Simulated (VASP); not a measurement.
# AlNi (C2/m) in VASP: a series of runs

Runs on AlNi. Level: PBE. Tasks: single point.

Program: VASP 6.6.1. These are calculated values, not measurements. Logs are shortened: lines on timing, memory, paths and dates and some standing lists are left out, and cuts for length are marked.

### 1 The cell of the first run

Symmetry: C2/m, No. 12, monoclinic system. Conventional cell: a = 4.601 Å, b = 2.789 Å, c = 4.111 Å, α = 90.00°, β = 109.27°, γ = 90.00°. Within 3.3 Å of Ni (site symmetry 2/m) lie 6 Al at 2.48 to 2.53 Å and 6 Ni at 2.69 to 2.79 Å. Within 3.3 Å of Al (site symmetry 2/m) lie 6 Ni at 2.48 to 2.53 Å and 6 Al at 2.69 to 2.79 Å.

### 2 Single point, PBE, collinear spin, ferromagnetic start

The input, INCAR:

```
PREC = Accurate ; ENCUT = 520
EDIFF = 1E-6 ; ISMEAR = -1
SIGMA = 0.05 ; LREAL = F
LASPH = T ; NELM = 150
ALGO = Normal ; ISIF = 2
LWAVE = F ; LCHARG = F
ISPIN = 2 ; MAGMOM = 1 0
LORBIT = 11 ; LMAXMIX = 4
GGA = PE ; NBANDS = 18
```

The input, KPOINTS:

```
regular mesh
0
Gamma
  11 11 7
```

The input, POSCAR:

```
AlNi
1.0
    2.3006810000     -1.3946800000      0.0000000000
    2.3006810000      1.3946800000      0.0000000000
   -1.3564510000      0.0000000000      3.8808380000
Ni Al
1 1
Direct
    0.5000000000      0.5000000000      0.5000000000
    0.0000000000      0.0000000000      0.0000000000
```

Potentials or basis: VASP PAW PBE potentials, release 64 (Ni, Al).

Command:

```
$ cat potpaw_PBE.64/Ni/POTCAR potpaw_PBE.64/Al/POTCAR > POTCAR
$ mpirun -np 1 vasp_std > vasp.out
```

OUTCAR:

```text
PREC = Accurate
   ENCUT = 520
   EDIFF = 1E-6
   ISMEAR = -1
   LREAL = F
   LASPH = T
   NELM = 150
   ISIF = 2
   ISPIN = 2
   LORBIT = 11
   GGA = PE

 ion  position               nearest neighbor table
   1  0.500  0.500  0.500-   2 2.48   2 2.48   2 2.48   2 2.48   2 2.53   2 2.53
   2  0.000  0.000  0.000-   1 2.48   1 2.48   1 2.48   1 2.48   1 2.53   1 2.53

  LATTYP: Found a base centered monoclinic cell.
 ALAT       =     4.6013620000
 B/A-ratio  =     0.6062031199
 C/A-ratio  =     0.8934454424
 COS(beta)  =    -0.3299511685

  Lattice vectors:

 A1 = (   2.3006810000,  -1.3946800000,   0.0000000000)
 A2 = (   2.3006810000,   1.3946800000,   0.0000000000)
 A3 = (  -1.3564510000,   0.0000000000,   3.8808380000)

Analysis of symmetry for initial positions (statically):
=====================================================================
 Subroutine PRICEL returns:
 Original cell was already a primitive cell.

 Routine SETGRP: Setting up the symmetry group for a
 base centered monoclinic supercell.

 Subroutine GETGRP returns: Found  4 space group operations
 (whereof  4 operations were pure point group operations)
 out of a pool of  4 trial point group operations.

The static configuration has the point symmetry C_2h.

Analysis of symmetry for dynamics (positions and initial velocities):
=====================================================================
 Subroutine PRICEL returns:
 Original cell was already a primitive cell.

 Routine SETGRP: Setting up the symmetry group for a
 base centered monoclinic supercell.

 Subroutine GETGRP returns: Found  4 space group operations
 (whereof  4 operations were pure point group operations)
 out of a pool of  4 trial point group operations.

The dynamic configuration has the point symmetry C_2h.

Analysis of structural, dynamic, and magnetic symmetry:
=====================================================================
 Subroutine PRICEL returns:
 Original cell was already a primitive cell.

 Routine SETGRP: Setting up the symmetry group for a
 base centered monoclinic supercell.

 Subroutine GETGRP returns: Found  4 space group operations
 (whereof  4 operations were pure point group operations)
 out of a pool of  4 trial point group operations.

The overall configuration has the point symmetry C_2h.

 Subroutine INISYM returns: Found  4 space group operations
 (whereof  4 operations are pure point group operations),
 and found     1 'primitive' translations

----------------------------------------------------------------------------------------

                                     Primitive cell

  volume of cell :      24.9050

  direct lattice vectors                    reciprocal lattice vectors
     2.300681000 -1.394680000  0.000000000     0.217326957 -0.358505177  0.075961266
     2.300681000  1.394680000  0.000000000     0.217326957  0.358505177  0.075961266
    -1.356451000  0.000000000  3.880838000     0.000000000  0.000000000  0.257676306

  length of vectors
     2.690402454  2.690402454  4.111065908     0.426059951  0.426059951  0.257676306

  position of ions in fractional coordinates (direct lattice)
     0.500000000  0.500000000  0.500000000
     0.000000000  0.000000000  0.000000000

  ion indices of the primitive-cell ions
   primitive index   ion index
                 1           1
                 2           2

----------------------------------------------------------------------------------------

 KPOINTS: regular mesh

Automatic generation of k-mesh.
 Grid dimensions read from file:
 generate k-points for:   11   11    7

 Generating k-lattice:

  Cartesian coordinates                     Fractional coordinates (reciprocal lattice)
     0.019756996 -0.032591380  0.006905570     0.090909091 -0.000000000  0.000000000
     0.019756996  0.032591380  0.006905570    -0.000000000  0.090909091  0.000000000
     0.000000000  0.000000000  0.036810901     0.000000000  0.000000000  0.142857143

  Length of vectors
     0.038732723  0.038732723  0.036810901

  Shift w.r.t. Gamma in fractional coordinates (k-lattice)
     0.000000000  0.000000000  0.000000000

 Subroutine IBZKPT returns following result:
 ===========================================

 Found    234 irreducible k-points:

 Following reciprocal coordinates:
            Coordinates               Weight
  0.000000  0.000000  0.000000      1.000000
  0.090909 -0.000000  0.000000      4.000000
  0.181818 -0.000000  0.000000      4.000000
  0.272727 -0.000000  0.000000      4.000000
  0.363636 -0.000000  0.000000      4.000000
  0.454545 -0.000000  0.000000      4.000000
[... 16 lines left out ...]
 -0.272727  0.181818 -0.000000      4.000000
 -0.181818  0.181818  0.000000      2.000000
 [... further k-points ...]
   k-points           NKPTS =    234   k-points in BZ     NKDIM =    234   number of bands    NBANDS=     18
   number of dos      NEDOS =    301   number of ions     NIONS =      2
   total plane-waves  NPLWV =  12800
   dimension x,y,z NGX =    20 NGY =   20 NGZ =   32
   dimension x,y,z NGXF=    40 NGYF=   40 NGZF=   64
   ions per type =               1   1
   NGX,Y,Z   is equivalent  to a cutoff of  12.36, 12.36, 12.94 a.u.
   NGXF,Y,Z  is equivalent  to a cutoff of  24.72, 24.72, 25.88 a.u.
 SYSTEM =  unknown system
   PREC   = accura    normal or accurate (medium, high low for compatibility)
   ISTART =      0    job   : 0-new  1-cont  2-samecut
   ICHARG =      2    charge: 1-file 2-atom 10-const
   ISPIN  =      2    spin polarized calculation?
   LNONCOLLINEAR =      F non collinear calculations
   LSORBIT =      F    spin-orbit coupling
   LASPH  =      T    aspherical Exc in radial PAW
   ENCUT  =  520.0 eV  38.22 Ry    6.18 a.u.   5.00  5.00  7.64*2*pi/ulx,y,z
   NELM   =    150;   NELMIN=  2; NELMDL= -5     # of ELM steps
   EDIFF  = 0.1E-05   stopping-criterion for ELM
   LREAL  =      F    real-space projection
   EDIFFG = 0.1E-04   stopping-criterion for IOM
   NSW    =      0    number of steps for IOM
   IBRION =     -1    ionic relax: 0-MD 1-quasi-New 2-CG
   NFREE  =      0    steps in history (QN), initial steepest desc. (CG)
   ISIF   =      2    stress and relaxation
   ISYM   =      2    0-nonsym 1-usesym 2-fastsym
   POTIM  = 0.5000    time-step for ionic-motion
   TEBEG  =    0.0;   TEEND  =   0.0 temperature during run
   PSTRESS=    0.0 pullay stress
   NELECT =      13.0000    total number of electrons
   NUPDOWN=      -1.0000    fix difference up-down
   EMIN   =  10.00;   EMAX   =-10.00  energy-range for DOS
[... 5 lines left out ...]
     AMIX     =   0.40;   BMIX     =  1.00
     AMIX_MAG =   1.60;   BMIX_MAG =  1.00
  volume/ion in A,a.u.               =      12.45        84.03
  Fermi-wavevector in a.u.,A,eV,Ry     =   1.318137  2.490917 23.639910  1.737484
  Thomas-Fermi vector in A             =   2.448128
   LORBIT       =     11    0 simple, 1 ext, 2 COOP (PROOUT), +10 PAW based schemes
   GGA     = PE    functional components
   LHFCALC =     F    Hartree Fock is set to
   AEXX    =    0.0000 exact exchange contribution
   IVDW    =     0    specifies the selected vdW correction
   LEPSILON=     F    determine dielectric tensor
   LRPA    =     F    only Hartree local field effects (RPA)
 spin polarized calculation
  energy-cutoff  :      520.00
  volume of cell :       24.90
 maximum number of plane-waves:       685
   NGX =  9   NGY =  9   NGZ = 15

 number of electron      12.9999998 magnetization      -0.0025323

 number of electron      12.9999998 magnetization       0.0008182

 Free energy of the ion-electron system (eV)
  ---------------------------------------------------
  ext. energy  EPLUGINS =         0.00000000
  ---------------------------------------------------
  free energy    TOTEN  =       -10.04189815 eV

  energy without entropy =      -10.03442927  energy(sigma->0) =      -10.03816371

 E-fermi :   9.3396     XC(G=0): -11.8503

 val. band max:        9.3293088411   @ k =   0.4545   0.0909   0.1429
 cond. band min:       9.3474661540   @ k =  -0.4545   0.1818   0.1429
 fundamental gap:      0.0181573129
 Fermi energy:         9.3395738658

 spin component 1

 k-point     1 :       0.0000    0.0000    0.0000
  band No.  band energies     occupation
      1      -1.5181      1.00000
      2       5.7418      1.00000
      3       7.5018      1.00000
      4       7.6477      1.00000
      5       7.7978      1.00000
      6       7.9653      1.00000
[... 10 lines left out ...]
     17      29.3457      0.00000
     18      30.2027      0.00000

 k-point     2 :       0.0909   -0.0000    0.0000
  band No.  band energies     occupation
      1      -1.2934      1.00000
      2       5.8464      1.00000
      3       7.1709      1.00000
      4       7.4914      1.00000
      5       7.8407      1.00000
      6       8.0406      1.00000
[... 10 lines left out ...]
     17      30.4447      0.00000
     18      32.1452      0.00000
[... 442 lines left out ...]
 k-point    24 :      -0.1818    0.1818    0.0000
  band No.  band energies     occupation
      1       0.9570      1.00000
      2       6.3726      1.00000
      3       6.7372      1.00000
      4       6.9982      1.00000
      5       7.6640      1.00000
      6       8.5545      1.00000
[... 10 lines left out ...]
     17      33.3891      0.00000
     18      34.2062      0.00000

 [... further k-points ...]

 spin component 2

 k-point     1 :       0.0000    0.0000    0.0000
  band No.  band energies     occupation
      1      -1.5182      1.00000
      2       5.7424      1.00000
      3       7.5028      1.00000
      4       7.6476      1.00000
      5       7.7988      1.00000
      6       7.9660      1.00000
[... 10 lines left out ...]
     17      29.3457      0.00000
     18      30.2029      0.00000

 k-point     2 :       0.0909   -0.0000    0.0000
  band No.  band energies     occupation
      1      -1.2935      1.00000
      2       5.8469      1.00000
      3       7.1712      1.00000
      4       7.4924      1.00000
      5       7.8418      1.00000
      6       8.0414      1.00000
[... 10 lines left out ...]
     17      30.4446      0.00000
     18      32.1451      0.00000
[... 442 lines left out ...]
 k-point    24 :      -0.1818    0.1818    0.0000
  band No.  band energies     occupation
      1       0.9568      1.00000
      2       6.3730      1.00000
      3       6.7379      1.00000
      4       6.9991      1.00000
      5       7.6647      1.00000
      6       8.5557      1.00000
[... 10 lines left out ...]
     17      33.3892      0.00000
     18      34.2062      0.00000

 [... further k-points ...]
[... 5 lines left out ...]
  --------------------------------------------------------------------------------------
  -------------------------------------------------------------------------------------
  Total        0.4707847      0.1741081      0.3773516      0.0000000      0.0000000     -0.1089908
  in kB       30.2863141     11.2006434     24.2756208      0.0000000      0.0000000     -7.0115497
  external PRESSURE =      21.9208594 kB  Pullay stress =       0.0000000 kB

 VOLUME and BASIS-vectors are now :
 -----------------------------------------------------------------------------
  energy-cutoff  :      520.00
  volume of cell :       24.90
      direct lattice vectors                 reciprocal lattice vectors
     2.300681000 -1.394680000  0.000000000     0.217326957 -0.358505177  0.075961266
     2.300681000  1.394680000  0.000000000     0.217326957  0.358505177  0.075961266
    -1.356451000  0.000000000  3.880838000     0.000000000  0.000000000  0.257676306

 POSITION                                       TOTAL-FORCE (eV/Angst)
 -----------------------------------------------------------------------------------
      1.62246      0.00000      1.94042         0.000000     -0.000000      0.000000
      0.00000      0.00000      0.00000        -0.000000      0.000000      0.000000
 -----------------------------------------------------------------------------------
    total drift:                                0.000000      0.000000      0.000000

  FREE ENERGIE OF THE ION-ELECTRON SYSTEM (eV)
  ---------------------------------------------------
  free  energy   TOTEN  =       -10.0418981550 eV

  energy  without entropy=      -10.0344292745  energy(sigma->0) =      -10.03816371

 total charge

# of ion       s       p       d       tot
------------------------------------------
    1        0.455   0.481   8.420   9.355
    2        0.414   0.411   0.000   0.825
--------------------------------------------------
tot          0.868   0.891   8.420  10.180

 magnetization (x)

# of ion       s       p       d       tot
------------------------------------------
    1       -0.000  -0.000   0.000   0.000
    2       -0.000  -0.000   0.000  -0.000
--------------------------------------------------
tot         -0.000  -0.000   0.000   0.000
```

Run time: 70 s. Hardware: 1 thread of Intel Xeon 6975P-C (Granite Rapids), shared host; peak memory 0.27 GiB.

What came out:

```yaml
Free_energy: -10.0419 eV
Pressure: 2.2 GPa
Net_moment: 0.00 μB per cell
Valence_electrons_inside_the_program's_atomic_spheres: Ni 9.36; Al 0.82
```

[end of part 1 of 2]
